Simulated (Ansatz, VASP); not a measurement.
# Two plane-wave programs on Pt

INCAR

```
ALGO = Fast
EDIFF = 1E-6
ENCUT = 520
ISIF = 2
ISMEAR = 0
LASPH = T
LCHARG = F
LREAL = F
LWAVE = F
NBANDS = 17
NELM = 80
PREC = Accurate
SIGMA = 0.15
```

KPOINTS

```
k-points
0
Gamma
  21 21 10
```

The input POSCAR:

```
Pt
1.0
    2.7483013709      0.0000000000      0.0000000000
   -1.3741506854      2.3800988044      0.0000000000
    0.0000000000      0.0000000000      4.7455915265
Pt
2
Direct
    0.6666666667      0.3333333333      0.7500000000
    0.3333333333      0.6666666667      0.2500000000
```

Input for Ansatz:

```yaml
crystal:
  lattice:
    - [2.7483013709, 0.0, 0.0]
    - [-1.3741506854, 2.3800988044, 0.0]
    - [0.0, 0.0, 4.7455915265]
  atoms:
    - { symbol: Pt, position: [0.6666666667, 0.3333333333, 0.75] }
    - { symbol: Pt, position: [0.3333333333, 0.6666666667, 0.25] }
basis:
  ecutwfc: 420
kpoints:
  mp_grid: { grid: [21, 21, 10] }
hamiltonian:
  xc: lda
  pseudopotentials: { kind: paw, azcp: { folder: soft_1 } }
scf:
  occupations: { method: gaussian, width: 0.15 }
  lower_state_search: "off"
output:
  forces: true
  stress: true
  eigenvalues: true
```

Alike in both runs: task single point; functional LDA; k mesh 21 × 21 × 10; occupations gaussian, width 0.15 eV; no spin polarisation.

```csv
,VASP,Ansatz
version,VASP 6.6.1,Ansatz 0.2.0
potentials or method,"VASP PAW LDA potentials, release 64 (Pt), cutoff 520 eV","scalar-relativistic, plane waves, PAW"
valence electrons in the cell,20,36
```

|  | VASP | Ansatz | Ansatz less VASP |
| --- | --- | --- | --- |
| gap on the k mesh at the Fermi level (eV) | none | none | - |
| pressure (GPa) | -11.0 | -11.7 | -0.69 |
| traceless stress, the component that is largest in VASP (GPa) | 0.20 | 0.49 | +0.284 |

Ansatz warns that its potentials were made for another functional, while VASP's fit it. LDA's correlation is that of Perdew and Zunger in VASP and of Perdew and Wang (1992) in Ansatz. A gap of «none» marks a metal or a gap that the smearing closes. VASP's potentials hold 20 valence electrons a cell and Ansatz's 36, so a difference there can come from the potentials and not from the codes.

Neither program's run includes spin-orbit coupling.
